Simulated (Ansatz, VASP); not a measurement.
**One calculation of O, two programs**

Contents of INCAR:

```
PREC = Accurate ; ENCUT = 520
EDIFF = 1E-7 ; ISMEAR = -1
SIGMA = 0.02 ; LREAL = False
LASPH = True ; NELM = 100
ALGO = Normal ; ISIF = 2
LWAVE = False ; LCHARG = True
GGA = PS ; LELF = True
LVHAR = True ; NBANDS = 13
```

The input KPOINTS:

```
regular mesh
0
Gamma
  10 10 10
```

The input POSCAR:

```
O
1.0
    1.4233490221      0.8217709410      3.4083000000
   -1.4233490221      0.8217709410      3.4083000000
    0.0000000000     -1.6435418821      3.4083000000
O
2
Direct
    0.0577000000      0.0577000000      0.0577000000
    0.9423000000      0.9423000000      0.9423000000
```

Input for Ansatz:

```yaml
crystal:
  lattice:
    - [1.4233490221, 0.821770941, 3.4083]
    - [-1.4233490221, 0.821770941, 3.4083]
    - [0.0, -1.6435418821, 3.4083]
  atoms:
    - { symbol: O, position: [0.0577, 0.0577, 0.0577] }
    - { symbol: O, position: [0.9423, 0.9423, 0.9423] }
kpoints:
  mp_grid: { grid: [10, 10, 10] }
  band_path:
    path:
      - [0.0, 0.0, 0.0]
      - [0.5, 0.5, 0.5]
      - [0.7945777149, 0.2054222851, 0.5]
      - [0.5, -0.2054222851, 0.2054222851]
      - [0.5, 0.0, 0.0]
      - [0.0, 0.0, 0.0]
      - [0.3527111426, -0.3527111426, 0.0]
      - [0.6472888574, 0.0, 0.3527111426]
      - [0.5, 0.0, 0.5]
    npoints: 5
scf:
  occupations: { method: fermi_dirac, width: 0.02 }
hamiltonian:
  xc: pbesol
  pseudopotentials: { kind: all_electron, lapw: { basis_error: 0.0005 } }
output:
  forces: true
  stress: true
  eigenvalues: true
```

Alike in both runs: task single point; functional PBEsol; k mesh 10 × 10 × 10; occupations fermi-dirac, width 0.02 eV; no spin polarisation.

|  | VASP | Ansatz |
| --- | --- | --- |
| version | VASP 6.6.1 | Ansatz 0.2.0 |
| potentials or method | VASP PAW PBE potentials, release 64 (O), cutoff 520 eV | all-electron LAPW, scalar-relativistic |

```tsv
	VASP	Ansatz	Ansatz less VASP
pressure (GPa)	5.9	1.8	-4.07
traceless stress, the component that is largest in VASP (GPa)	29.60	20.79	-8.809
rms of the force components (eV/Å)	2.272	1.293	-0.9793
```

VASP's potentials were made for PBE, not for PBEsol. Atom by atom the forces differ by 0.979 eV/Å (rms over components). Ansatz ran all-electron here, and VASP with PAW potentials.

Noted on VASP's run: the standard files for N, O and F lose accuracy on very short bonds; spin is off for a triplet molecule.
